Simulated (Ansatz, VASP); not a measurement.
# One calculation of InSb, two programs

```
CELL_PARAMETERS angstrom
3.07666 0.00000 0.00000
0.00000 3.07666 0.00000
0.00000 0.00000 6.21547
ATOMIC_POSITIONS crystal
In 0.00000 0.00000 0.00000
Sb 0.00000 0.00000 0.50000
```

Alike in both runs: task single point; functional PBE; k mesh 7 × 7 × 4; occupations gaussian, width 0.1 eV; no spin polarisation.

|  | VASP | Ansatz |
| --- | --- | --- |
| version | VASP 6.6.1 | Ansatz 0.2.0 |
| potentials or method | VASP PAW PBE potentials, release 64 (In_d, Sb), cutoff 520 eV | scalar-relativistic, plane waves, PAW |
| valence electrons in the cell | 18 | 28 |

|  | VASP | Ansatz | Ansatz less VASP |
| --- | --- | --- | --- |
| gap on the k mesh at the Fermi level (eV) | none | none | - |
| pressure (GPa) | 0.4 | 0.4 | +0.03 |
| traceless stress, the component that is largest in VASP (GPa) | 0.25 | 0.25 | +0.006 |

A gap of «none» marks a metal or a gap that the smearing closes. VASP's potentials hold 18 valence electrons a cell and Ansatz's 28, so a difference there can come from the potentials and not from the codes.

Neither program's run includes spin-orbit coupling.
